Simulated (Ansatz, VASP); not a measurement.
One calculation of Mg3Sb2, two programs

File POSCAR:

```
Mg3Sb2
1.0
    4.5696659248      0.0000000000      0.0000000000
   -2.2848329624      3.9574467777      0.0000000000
    0.0000000000      0.0000000000      7.2399975018
Mg Sb
3 2
Direct
    0.3333333333      0.6666666667      0.6336571752
    0.6666666667      0.3333333333      0.3663428248
    0.0000000000      0.0000000000      0.0000000000
    0.3333333333      0.6666666667      0.2287531118
    0.6666666667      0.3333333333      0.7712468882
```

Contents of INCAR.step1:

```
SYSTEM = Mg3Sb2
ALGO = Normal
EDIFF = 1E-5
ENCUT = 520
GGA = PE
GGA_COMPAT = .FALSE.
ISIF = 2
ISMEAR = 0
LASPH = .TRUE.
LREAL = .FALSE.
LWAVE = .TRUE.
NBANDS = 16
NELM = 120
PREC = Accurate
SIGMA = 0.01
```

The input INCAR.step2:

```
SYSTEM = Mg3Sb2
AEXX = 0.25
ALGO = Normal
EDIFF = 1E-6
ENCUT = 520
GGA = PE
GGA_COMPAT = .FALSE.
ISIF = 2
ISMEAR = 0
ISTART = 1
LASPH = .TRUE.
LCHARG = .TRUE.
LELF = .TRUE.
LHFCALC = .TRUE.
LREAL = .FALSE.
LVHAR = .TRUE.
LWAVE = .FALSE.
NBANDS = 16
NELM = 120
PREC = Accurate
PRECFOCK = Normal
SIGMA = 0.01
```

KPOINTS

```
k-points
0
G
  6 6 2
  0 0 0
```

Input for Ansatz:

```yaml
crystal:
  lattice:
    - [4.5696659248, 0.0, 0.0]
    - [-2.2848329624, 3.9574467777, 0.0]
    - [0.0, 0.0, 7.2399975018]
  atoms:
    - { symbol: Mg, position: [0.3333333333, 0.6666666667, 0.6336571752] }
    - { symbol: Mg, position: [0.6666666667, 0.3333333333, 0.3663428248] }
    - { symbol: Mg, position: [0.0, 0.0, 0.0] }
    - { symbol: Sb, position: [0.3333333333, 0.6666666667, 0.2287531118] }
    - { symbol: Sb, position: [0.6666666667, 0.3333333333, 0.7712468882] }
kpoints:
  mp_grid: { grid: [6, 6, 2] }
  band_path:
    path:
      - [0.0, 0.0, 0.0]
      - [0.5, 0.0, 0.0]
      - [0.3333333333, 0.3333333333, 0.0]
      - [0.0, 0.0, 0.5]
      - [0.5, 0.0, 0.5]
      - [0.3333333333, 0.3333333333, 0.5]
      - [0.0, 0.419271, 0.34375]
    npoints: 1
hamiltonian:
  xc: pbe0
scf:
  occupations: { method: fixed }
  n_extra_bands: 5
output:
  forces: true
  stress: true
  eigenvalues: true
```

Alike in both runs: task single point; functional PBE0; k mesh 6 × 6 × 2; no spin polarisation.

|  | VASP | Ansatz |
| --- | --- | --- |
| version | VASP 6.6.1 | Ansatz 0.2.0 |
| potentials or method | VASP PAW PBE potentials, release 64 (Mg, Sb) | plane waves, PAW |
| plane-wave cutoff (eV) | 520 | 420 |
| occupations | gaussian, width 0.01 eV | fixed |
| valence electrons in the cell | 16 | 60 |

```tsv
	VASP	Ansatz	Ansatz less VASP
gap on the k mesh at the Fermi level (eV)	1.34	1.29	-0.051
pressure (GPa)	-0.7	-0.2	+0.52
traceless stress, the component that is largest in VASP (GPa)	0.09	0.03	-0.068
rms of the force components (eV/Å)	0.013	0.021	+0.0078
```

Atom by atom the forces differ by 0.011 eV/Å (rms over components). VASP's potentials hold 16 valence electrons a cell and Ansatz's 60, so a difference there can come from the potentials and not from the codes. Ansatz's warnings: stress exchange threshold loose, stress scf threshold loose.

The k mesh is coarse, so the values compare programs but aren't converged. Spin-orbit coupling is off throughout.
